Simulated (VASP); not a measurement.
# Te (Pm-3n) in VASP: further runs

Runs on Te. Level: PBEsol. Tasks: single point, relaxation of cell and atoms.

All numbers are computed with VASP 6.6.1; they aren't measurements. Logs are shortened: lines on timing, memory, paths and dates and some standing lists are left out, and cuts for length are marked.

## 1. The cell of the first run

The structure is cubic, space group Pm-3n (No. 223). The conventional cell has a = 6.025 Å, b = 6.025 Å, c = 6.025 Å, α = 90.00°, β = 90.00°, γ = 90.00°. Te (site symmetry m-3) has 12 Te at 3.37 Å within 4.4 Å. Within 4.0 Å of Te (site symmetry -4m2) lie 14 Te at 3.01 to 3.69 Å.

## 2. Single point, PBEsol

Input file INCAR:

```
PREC = Accurate
ENCUT = 520
EDIFF = 1E-6
ISMEAR = 0
SIGMA = 0.1
LREAL = F
LASPH = T
NELM = 100
ALGO = Fast
ISIF = 2
LWAVE = F
LCHARG = T
GGA = PS
LELF = T
LVHAR = T
NBANDS = 34
```

Input file KPOINTS:

```
Automatic mesh
0
Gamma
  6 6 6
```

Input file POSCAR:

```
Te
1.0
    6.0254711995      0.0000000000      0.0000000000
    0.0000000000      6.0254711995      0.0000000000
    0.0000000000      0.0000000000      6.0254711995
Te
8
Direct
    0.5000000000      0.5000000000      0.5000000000
    0.0000000000      0.0000000000      0.0000000000
    0.2500000000      0.0000000000      0.5000000000
    0.5000000000      0.2500000000      0.0000000000
    0.5000000000      0.7500000000      0.0000000000
    0.7500000000      0.0000000000      0.5000000000
    0.0000000000      0.5000000000      0.7500000000
    0.0000000000      0.5000000000      0.2500000000
```

Potentials or basis: VASP PAW PBE potentials, release 64 (Te).

Command:

```console
$ cat potpaw_PBE.64/Te/POTCAR > POTCAR
$ mpirun -np 1 vasp_std > vasp.out
```

OUTCAR:

```text
PREC = Accurate
   ENCUT = 520
   EDIFF = 1E-6
   ISMEAR = 0
   LREAL = F
   LASPH = T
   NELM = 100
   ISIF = 2
   GGA = PS

 ion  position               nearest neighbor table
   1  0.500  0.500  0.500-   3 3.37   4 3.37   5 3.37   6 3.37   7 3.37   8 3.37   4 3.37   5 3.37
                             3 3.37   6 3.37   7 3.37   8 3.37
   2  0.000  0.000  0.000-   3 3.37   4 3.37   5 3.37   6 3.37   7 3.37   8 3.37   3 3.37   6 3.37
                             7 3.37   8 3.37   4 3.37   5 3.37
   3  0.250  0.000  0.500-   6 3.01   6 3.01   1 3.37   2 3.37   1 3.37   2 3.37
   4  0.500  0.250  0.000-   5 3.01   5 3.01   1 3.37   1 3.37   2 3.37   2 3.37
   5  0.500  0.750  0.000-   4 3.01   4 3.01   1 3.37   1 3.37   2 3.37   2 3.37
   6  0.750  0.000  0.500-   3 3.01   3 3.01   1 3.37   2 3.37   1 3.37   2 3.37
   7  0.000  0.500  0.750-   8 3.01   8 3.01   1 3.37   2 3.37   2 3.37   1 3.37
   8  0.000  0.500  0.250-   7 3.01   7 3.01   1 3.37   2 3.37   2 3.37   1 3.37

  LATTYP: Found a simple cubic cell.
 ALAT       =     6.0254711995

  Lattice vectors:

 A1 = (   6.0254711995,   0.0000000000,   0.0000000000)
 A2 = (   0.0000000000,   6.0254711995,   0.0000000000)
 A3 = (   0.0000000000,   0.0000000000,   6.0254711995)

Analysis of symmetry for initial positions (statically):
=====================================================================
 Subroutine PRICEL returns:
 Original cell was already a primitive cell.

 Routine SETGRP: Setting up the symmetry group for a
 simple cubic supercell.

 Subroutine GETGRP returns: Found 48 space group operations
 (whereof 24 operations were pure point group operations)
 out of a pool of 48 trial point group operations.

The static configuration has the point symmetry T_h .
 The point group associated with its full space group is O_h .

Analysis of symmetry for dynamics (positions and initial velocities):
=====================================================================
 Subroutine PRICEL returns:
 Original cell was already a primitive cell.

 Routine SETGRP: Setting up the symmetry group for a
 simple cubic supercell.

 Subroutine GETGRP returns: Found 48 space group operations
 (whereof 24 operations were pure point group operations)
 out of a pool of 48 trial point group operations.

The dynamic configuration has the point symmetry T_h .
 The point group associated with its full space group is O_h .

 Subroutine INISYM returns: Found 48 space group operations
 (whereof 24 operations are pure point group operations),
 and found     1 'primitive' translations

----------------------------------------------------------------------------------------

                                     Primitive cell

  volume of cell :     218.7626

  direct lattice vectors                    reciprocal lattice vectors
     6.025471200  0.000000000  0.000000000     0.165962124  0.000000000  0.000000000
     0.000000000  6.025471200  0.000000000     0.000000000  0.165962124  0.000000000
     0.000000000  0.000000000  6.025471200     0.000000000  0.000000000  0.165962124

  length of vectors
     6.025471200  6.025471200  6.025471200     0.165962124  0.165962124  0.165962124

  position of ions in fractional coordinates (direct lattice)
     0.500000000  0.500000000  0.500000000
     0.000000000  0.000000000  0.000000000
     0.250000000  0.000000000  0.500000000
     0.500000000  0.250000000  0.000000000
     0.500000000  0.750000000  0.000000000
     0.750000000  0.000000000  0.500000000
     0.000000000  0.500000000  0.750000000
     0.000000000  0.500000000  0.250000000

  ion indices of the primitive-cell ions
   primitive index   ion index
                 1           1
                 2           2
                 3           3
                 4           4
                 5           5
                 6           6
                 7           7
                 8           8

----------------------------------------------------------------------------------------

 KPOINTS: Automatic mesh

Automatic generation of k-mesh.
 Grid dimensions read from file:
 generate k-points for:    6    6    6

 Generating k-lattice:

  Cartesian coordinates                     Fractional coordinates (reciprocal lattice)
     0.027660354  0.000000000  0.000000000     0.166666667  0.000000000  0.000000000
     0.000000000  0.027660354  0.000000000     0.000000000  0.166666667  0.000000000
     0.000000000  0.000000000  0.027660354     0.000000000  0.000000000  0.166666667

  Length of vectors
     0.027660354  0.027660354  0.027660354

  Shift w.r.t. Gamma in fractional coordinates (k-lattice)
     0.000000000  0.000000000  0.000000000

 Subroutine IBZKPT returns following result:
 ===========================================

 Found     20 irreducible k-points:

 Following reciprocal coordinates:
            Coordinates               Weight
  0.000000  0.000000  0.000000      1.000000
  0.166667  0.000000  0.000000      6.000000
  0.333333  0.000000  0.000000      6.000000
  0.500000  0.000000  0.000000      3.000000
  0.166667  0.166667  0.000000     12.000000
  0.333333  0.166667  0.000000     24.000000
[... 12 lines left out ...]
  0.500000  0.500000  0.333333      6.000000
  0.500000  0.500000  0.500000      1.000000
   k-points           NKPTS =     20   k-points in BZ     NKDIM =     20   number of bands    NBANDS=     34
   number of dos      NEDOS =    301   number of ions     NIONS =      8
   total plane-waves  NPLWV = 110592
   dimension x,y,z NGX =    48 NGY =   48 NGZ =   48
   dimension x,y,z NGXF=    96 NGYF=   96 NGZF=   96
   ions per type =               8
   NGX,Y,Z   is equivalent  to a cutoff of  13.24, 13.24, 13.24 a.u.
   NGXF,Y,Z  is equivalent  to a cutoff of  26.49, 26.49, 26.49 a.u.
 SYSTEM =  unknown system
   PREC   = accura    normal or accurate (medium, high low for compatibility)
   ISTART =      0    job   : 0-new  1-cont  2-samecut
   ICHARG =      2    charge: 1-file 2-atom 10-const
   ISPIN  =      1    spin polarized calculation?
   LNONCOLLINEAR =      F non collinear calculations
   LSORBIT =      F    spin-orbit coupling
   LASPH  =      T    aspherical Exc in radial PAW
   ENCUT  =  520.0 eV  38.22 Ry    6.18 a.u.  11.20 11.20 11.20*2*pi/ulx,y,z
   NELM   =    100;   NELMIN=  2; NELMDL= -5     # of ELM steps
   EDIFF  = 0.1E-05   stopping-criterion for ELM
   LREAL  =      F    real-space projection
[... 7 lines left out ...]
   TEBEG  =    0.0;   TEEND  =   0.0 temperature during run
   PSTRESS=    0.0 pullay stress
   NELECT =      48.0000    total number of electrons
   NUPDOWN=      -1.0000    fix difference up-down
   EMIN   =  10.00;   EMAX   =-10.00  energy-range for DOS
   EFERMI =   0.00;   METHOD = LEGACY
   ISMEAR =     0;   SIGMA  =   0.10  broadening in eV -4-tet -1-fermi 0-gaus
   EFERMI_NEDOS =   21; number of points for ismear=-14 and -15
   IALGO  =     68    algorithm
   IMIX   =      4    mixing-type and parameters
     AMIX     =   0.40;   BMIX     =  1.00
     AMIX_MAG =   1.60;   BMIX_MAG =  1.00
  volume/ion in A,a.u.               =      27.35       184.54
  Fermi-wavevector in a.u.,A,eV,Ry     =   0.987410  1.865935 13.265390  0.974979
  Thomas-Fermi vector in A             =   2.118862
   LORBIT       =      0    0 simple, 1 ext, 2 COOP (PROOUT), +10 PAW based schemes
   GGA     = PS    functional components
   LHFCALC =     F    Hartree Fock is set to
   AEXX    =    0.0000 exact exchange contribution
   IVDW    =     0    specifies the selected vdW correction
   LEPSILON=     F    determine dielectric tensor
   LRPA    =     F    only Hartree local field effects (RPA)
 non-spin polarized calculation
 RMM-DIIS sequential band-by-band and
 Gauss-broadening in eV      SIGMA  =   0.10
  energy-cutoff  :      520.00
  volume of cell :      218.76
 maximum number of plane-waves:      5912
 NGX is ok and might be reduce to    48
   NGX = 23   NGY = 23   NGZ = 23

 number of electron      48.0000006 magnetization

 Free energy of the ion-electron system (eV)
  ---------------------------------------------------
  ext. energy  EPLUGINS =         0.00000000
  ---------------------------------------------------
  free energy    TOTEN  =       -25.13282309 eV

  energy without entropy =      -25.09023826  energy(sigma->0) =      -25.11153067

 E-fermi :   8.1941     XC(G=0): -10.3675

 val. band max:        8.1823684709   @ k =   0.5000   0.3333   0.0000
 cond. band min:       8.1993619852   @ k =   0.5000   0.3333   0.1667
 fundamental gap:      0.0169935143
 Fermi energy:         8.1941267111

 k-point     1 :       0.0000    0.0000    0.0000
  band No.  band energies     occupation
      1      -6.0267      2.00000
      2      -3.5266      2.00000
      3      -3.5266      2.00000
      4      -3.3725      2.00000
      5      -1.7456      2.00000
      6      -1.7456      2.00000
[... 26 lines left out ...]
     33      13.3025      0.00000
     34      14.9925      0.00000

 k-point     2 :       0.1667    0.0000    0.0000
  band No.  band energies     occupation
      1      -5.9227      2.00000
      2      -3.8199      2.00000
      3      -3.4432      2.00000
      4      -3.3504      2.00000
      5      -1.8182      2.00000
      6      -1.7728      2.00000
[... 26 lines left out ...]
     33      13.6932      0.00000
     34      14.0335      0.00000

 k-point     3 :       0.3333    0.0000    0.0000
  band No.  band energies     occupation
      1      -5.6150      2.00000
      2      -4.4793      2.00000
      3      -3.2211      2.00000
      4      -3.1693      2.00000
      5      -2.1047      2.00000
      6      -2.0335      2.00000
[... 26 lines left out ...]
     33      13.2472      0.00000
     34      14.5057      0.00000
[... 556 lines left out ...]
 k-point    19 :       0.5000    0.5000    0.3333
  band No.  band energies     occupation
      1      -3.9049      2.00000
      2      -3.9049      2.00000
      3      -3.8993      2.00000
      4      -3.7503      2.00000
      5      -2.9256      2.00000
      6      -2.9119      2.00000
[... 26 lines left out ...]
     33      14.5186      0.00000
     34      14.5700      0.00000

 k-point    20 :       0.5000    0.5000    0.5000
  band No.  band energies     occupation
      1      -3.5461      2.00000
      2      -3.5461      2.00000
      3      -3.3711      2.00000
      4      -3.3711      2.00000
      5      -3.3711      2.00000
      6      -3.3711      2.00000
[... 26 lines left out ...]
     33      15.5416      0.00000
     34      15.5489      0.00000

------------------------ aborting loop because EDIFF is reached ----------------------------------------

  FORCE on cell =-STRESS in cart. coord.  units (eV):
  Direction    XX          YY          ZZ          XY          YZ          ZX
  --------------------------------------------------------------------------------------
  -------------------------------------------------------------------------------------
  Total        0.0069934      0.0069934      0.0069934     -0.0000000      0.0000000      0.0000000
  in kB        0.0512182      0.0512182      0.0512182     -0.0000000      0.0000000      0.0000000
  external PRESSURE =       0.0512182 kB  Pullay stress =       0.0000000 kB

 VOLUME and BASIS-vectors are now :
 -----------------------------------------------------------------------------
  energy-cutoff  :      520.00
  volume of cell :      218.76
      direct lattice vectors                 reciprocal lattice vectors
     6.025471200  0.000000000  0.000000000     0.165962124  0.000000000  0.000000000
     0.000000000  6.025471200  0.000000000     0.000000000  0.165962124  0.000000000
     0.000000000  0.000000000  6.025471200     0.000000000  0.000000000  0.165962124

 POSITION                                       TOTAL-FORCE (eV/Angst)
 -----------------------------------------------------------------------------------
      3.01274      3.01274      3.01274         0.000000      0.000000      0.000000
      0.00000      0.00000      0.00000         0.000000      0.000000      0.000000
      1.50637      0.00000      3.01274        -0.000000      0.000000      0.000000
      3.01274      1.50637      0.00000         0.000000      0.000000      0.000000
      3.01274      4.51910      0.00000        -0.000000     -0.000000     -0.000000
      4.51910      0.00000      3.01274         0.000000     -0.000000     -0.000000
      0.00000      3.01274      4.51910         0.000000      0.000000     -0.000000
      0.00000      3.01274      1.50637        -0.000000     -0.000000      0.000000
 -----------------------------------------------------------------------------------
    total drift:                               -0.000000     -0.000000      0.000000

  FREE ENERGIE OF THE ION-ELECTRON SYSTEM (eV)
  ---------------------------------------------------
  free  energy   TOTEN  =       -25.1328230933 eV

  energy  without entropy=      -25.0902382559  energy(sigma->0) =      -25.11153067
```

Run time: 4.3 min. Hardware: 1 thread of Oxide Virtual Turin-like, shared host; peak memory 0.33 GiB.

What came out:

```yaml
Free_energy: -25.1328 eV
Pressure: 0.0 GPa
Band_gap_on_the_k_mesh: zero (bands 24 and 25 overlap by 1.52 eV)
```

Caveat: the PAW data sets were made with another functional, which shifts forces and pressure a little; spin-orbit coupling is left out, which moves the levels of the heavy elements.

## 3. Relaxation of cell and atoms, PBEsol

This run uses another cell than the first one, of 27.66 Å³/atom.

Input file INCAR:

```
ALGO     = Fast           # electronic algorithm
EDIFF    = 1E-7           # SCF threshold, eV
EDIFFG   = -0.01          # ionic threshold
ENCUT    = 600            # plane-wave cutoff, eV
GGA      = PS             # functional
IBRION   = 2              # ionic algorithm
ISIF     = 3              # what is computed and relaxed
ISMEAR   = 0              # smearing method
LASPH    = T              # aspherical terms in the spheres
LCHARG   = F              # write CHGCAR
LREAL    = F              # projectors in reciprocal space
LWAVE    = F              # write WAVECAR
NELM     = 100            # most SCF steps
NSW      = 100            # ionic steps
PREC     = Accurate       # precision mode
SIGMA    = 0.1            # smearing width, eV
```

Input file KPOINTS:

```
k-points
0
Gamma
  6 6 6
```

Changes to POSCAR since step 2:

```diff
@@ -2,5 +2,5 @@
 1.0
-    6.0254711995      0.0000000000      0.0000000000
-    0.0000000000      6.0254711995      0.0000000000
-    0.0000000000      0.0000000000      6.0254711995
+    6.0482137236      0.0000000000      0.0000000000
+    0.0000000000      6.0482137236      0.0000000000
+    0.0000000000      0.0000000000      6.0482137236
 Te
```

Potentials or basis: VASP PAW PBE potentials, release 64 (Te).

Command:

```console
$ cat potpaw_PBE.64/Te/POTCAR > POTCAR
$ mpirun -np 1 vasp_std > vasp.out
```

OUTCAR:

```text
EDIFF = 1E-7
   EDIFFG = -0.01
   ENCUT = 600
   GGA = PS
   IBRION = 2
   ISIF = 3
   ISMEAR = 0
   LASPH = T
   LREAL = F
   NELM = 100
   NSW = 100
   PREC = Accurate

 ion  position               nearest neighbor table
   1  0.500  0.500  0.500-   3 3.38   4 3.38   5 3.38   6 3.38   7 3.38   8 3.38   4 3.38   5 3.38
                             3 3.38   6 3.38   7 3.38   8 3.38
   2  0.000  0.000  0.000-   3 3.38   4 3.38   5 3.38   6 3.38   7 3.38   8 3.38   3 3.38   6 3.38
                             7 3.38   8 3.38   4 3.38   5 3.38
   3  0.250  0.000  0.500-   6 3.02   6 3.02   1 3.38   2 3.38   1 3.38   2 3.38
   4  0.500  0.250  0.000-   5 3.02   5 3.02   1 3.38   1 3.38   2 3.38   2 3.38
   5  0.500  0.750  0.000-   4 3.02   4 3.02   1 3.38   1 3.38   2 3.38   2 3.38
   6  0.750  0.000  0.500-   3 3.02   3 3.02   1 3.38   2 3.38   1 3.38   2 3.38
   7  0.000  0.500  0.750-   8 3.02   8 3.02   1 3.38   2 3.38   2 3.38   1 3.38
   8  0.000  0.500  0.250-   7 3.02   7 3.02   1 3.38   2 3.38   2 3.38   1 3.38

  LATTYP: Found a simple cubic cell.
 ALAT       =     6.0482137236
[... 200 lines left out ...]
  Total       -0.9243939     -0.9243939     -0.9243939      0.0000000      0.0000000     -0.0000000
  in kB       -6.6940084     -6.6940084     -6.6940084      0.0000000      0.0000000     -0.0000000
  external PRESSURE =      -6.6940084 kB  Pullay stress =       0.0000000 kB
[... 71 lines left out ...]
--------------------------------------- Ionic step        3  -------------------------------------------

 number of electron      48.0000006 magnetization

 Free energy of the ion-electron system (eV)
  ---------------------------------------------------
  ext. energy  EPLUGINS =         0.00000000
  ---------------------------------------------------
  free energy    TOTEN  =       -25.12087645 eV

  energy without entropy =      -25.07804959  energy(sigma->0) =      -25.09946302

 E-fermi :   8.1955     XC(G=0): -10.3666

 val. band max:        8.1803174782   @ k =   0.5000   0.3333   0.0000
 cond. band min:       8.1973109735   @ k =   0.5000   0.3333   0.1667
 fundamental gap:      0.0169934953
 Fermi energy:         8.1954566350

 k-point     1 :       0.0000    0.0000    0.0000
  band No.  band energies     occupation
      1      -6.0274      2.00000
      2      -3.5269      2.00000
      3      -3.5269      2.00000
      4      -3.3763      2.00000
      5      -1.7464      2.00000
      6      -1.7464      2.00000
[... 664 lines left out ...]
  FREE ENERGIE OF THE ION-ELECTRON SYSTEM (eV)
  ---------------------------------------------------
  free  energy   TOTEN  =       -25.1208764456 eV

  energy  without entropy=      -25.0780495855  energy(sigma->0) =      -25.09946302

 reached required accuracy - stopping structural energy minimisation
```

CONTCAR:

```text
Te
   1.00000000000000
     6.0257974420394866    0.0000000000000000   -0.0000000000000000
     0.0000000000000000    6.0257974420394866   -0.0000000000000000
    -0.0000000000000000    0.0000000000000000    6.0257974420394866
  Te
     8
Direct
     0.5000000000000000    0.5000000000000000    0.5000000000000000
     0.0000000000000000    0.0000000000000000    0.0000000000000000
     0.2500000000000000    0.0000000000000000    0.5000000000000000
     0.5000000000000000    0.2500000000000000    0.0000000000000000
     0.5000000000000000    0.7500000000000000    0.0000000000000000
     0.7500000000000000    0.0000000000000000    0.5000000000000000
     0.0000000000000000    0.5000000000000000    0.7500000000000000
     0.0000000000000000    0.5000000000000000    0.2500000000000000

  0.00000000E+00  0.00000000E+00  0.00000000E+00
  0.00000000E+00  0.00000000E+00  0.00000000E+00
  0.00000000E+00  0.00000000E+00  0.00000000E+00
  0.00000000E+00  0.00000000E+00  0.00000000E+00
  0.00000000E+00  0.00000000E+00  0.00000000E+00
  0.00000000E+00  0.00000000E+00  0.00000000E+00
  0.00000000E+00  0.00000000E+00  0.00000000E+00
  0.00000000E+00  0.00000000E+00  0.00000000E+00
```

Wall time 11 min (1 thread of Oxide Virtual Turin-like, shared host); peak memory 0.36 GiB.

What came out:

- Free energy: -25.1209 eV
- Relaxed volume: 27.35 Å³/atom
- Relaxed cell: a = 6.026 Å, b = 6.026 Å, c = 6.026 Å, α = 90.00°, β = 90.00°, γ = 90.00°
- Space group after relaxing (to 0.1 Å): Pm-3n (No. 223)
- Energy gained by relaxing: 0.6 meV/atom
- Ionic steps: 3
- Pressure after relaxing: 0.0 GPa

The path:
| step | energy change (eV) | largest force (eV/Å) | pressure (GPa) | volume (Å³) |
| --- | --- | --- | --- | --- |
| 1 | 0.0000 | 0.0000 | -0.67 | 221.25 |
| 2 | -0.0038 | 0.0000 | 0.36 | 217.57 |
| 3 | -0.0052 | 0.0000 | 0.00 | 218.80 |

Final structure:
```
Te
1.0
     6.02580    0.00000    0.00000
     0.00000    6.02580    0.00000
     0.00000    0.00000    6.02580
Te
8
Cartesian
  3.0129 3.0129 3.0129
  0.0000 0.0000 0.0000
  1.5064 0.0000 3.0129
  3.0129 1.5064 0.0000
  3.0129 4.5193 0.0000
  4.5193 0.0000 3.0129
  0.0000 3.0129 4.5193
  0.0000 3.0129 1.5064
```

Levels at points of the mesh, in eV from the Fermi level:
```tsv
k point	band 22	band 23	band 24	band 25	band 26	band 27
(0.00, 0.00, 0.00)	-0.28	-0.28	0.04	0.04	0.04	1.59
(0.50, 0.00, 0.00)	-1.06	-0.39	-0.39	0.16	0.16	1.50
(0.50, 0.50, 0.00)	-0.65	-0.19	-0.19	0.32	0.32	0.45
(0.50, 0.50, 0.50)	-1.03	-0.89	-0.89	-0.89	-0.89	-0.44
```

Caveat: the highest band is partly filled, so the run has too few bands; the PAW data sets were made with another functional, which shifts forces and pressure a little; spin-orbit coupling is left out, which moves the levels of the heavy elements.
